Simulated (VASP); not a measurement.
Here is a VASP 6.6.1 calculation.

File INCAR:

```
PREC = Accurate
ENCUT = 520
EDIFF = 1E-6
ISMEAR = 0
SIGMA = 0.1
LREAL = False
LASPH = True
NELM = 120
ALGO = Normal
ISIF = 2
LWAVE = False
LCHARG = True
LDIPOL = True
IDIPOL = 3
DIPOL = 0.5 0.5 0.422
GGA = PS
LELF = True
LVHAR = True
LVACPOTAV = True
NBANDS = 26
GGA_COMPAT = False
NELMDL = -8
```

The input KPOINTS:

```
Automatic mesh
0
Gamma
  12 12 1
```

The input POSCAR:

```
Al9C
1.0
    2.8360890835      0.0000000000      0.0000000000
   -1.4180445418      2.4561251937      0.0000000000
    0.0000000000      0.0000000000     34.1378328992
Al C
9 1
Direct
    0.3333333333      0.6666666667      0.1171720540
    0.0000000000      0.0000000000      0.1854391542
    0.6666666667      0.3333333333      0.2537062546
    0.0000000000      0.0000000000      0.3219733548
    0.3333333333      0.6666666667      0.3896661170
    0.0000000000      0.0000000000      0.4573304552
    0.6666666667      0.3333333333      0.5260691483
    0.0000000000      0.0000000000      0.5941774963
    0.3333333333      0.6666666667      0.6631303447
    0.3333333333      1.0000000000      0.7122009480
```

Potentials or basis: VASP PAW PBE potentials, release 64 (Al, C).

Run with:

```sh
$ cat potpaw_PBE.64/Al/POTCAR potpaw_PBE.64/C/POTCAR > POTCAR
$ mpirun -np 1 vasp_std > vasp.out
```

(1) Estimate the largest force.

(2) What does it give for the band gap on the k mesh?

Results:

(1) 1.296 eV/Å.

(2) zero (an odd number of electrons rules out a gap without spin polarisation).

Caveat: the PAW data sets were made with another functional, which shifts forces and pressure a little.
